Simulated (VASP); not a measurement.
Input of a VASP 6.6.1 run:

Contents of INCAR:

```
  AGGAC = 1.0
  AGGAX = 1.0
  ALDAC = 0.0
  ALDAX = 1.0
  ALGO = Normal
  EDIFF = 1E-6
  ENCUT = 600
  GGA = B5
  GGA_COMPAT = F
  ISIF = 2
  ISMEAR = 0
  LASPH = T
  LCHARG = T
  LELF = T
  LREAL = F
  LVHAR = T
  LWAVE = F
  NBANDS = 14
  NELM = 120
  PREC = Accurate
  SIGMA = 0.05
```

KPOINTS

```
k-points
0
Gamma
  8 8 8
```

POSCAR

```
HfC
1.0
    0.0000000000      2.3808860023      2.3808860023
    2.3808860023      0.0000000000      2.3808860023
    2.3808860023      2.3808860023      0.0000000000
Hf C
1 1
Direct
    0.5000000000      0.5000000000      0.5000000000
    0.0000000000      0.0000000000      0.0000000000
```

Potentials or basis: VASP PAW PBE potentials, release 64 (Hf_pv, C).

Launch:

```bash
$ cat potpaw_PBE.64/Hf_pv/POTCAR potpaw_PBE.64/C/POTCAR > POTCAR
$ mpirun -np 1 vasp_std > vasp.out
```

**Question.** Predict the pressure.

**Answer.** -8.2 GPa.

**Question.** Predict the band gap on the k mesh.

**Answer.** Zero (bands 7 and 8 overlap by 1.23 eV).

Caveat: the cell stands under tension; the PAW data sets were made with another functional, which shifts forces and pressure a little; spin-orbit coupling is left out, which moves the levels of the heavy elements.
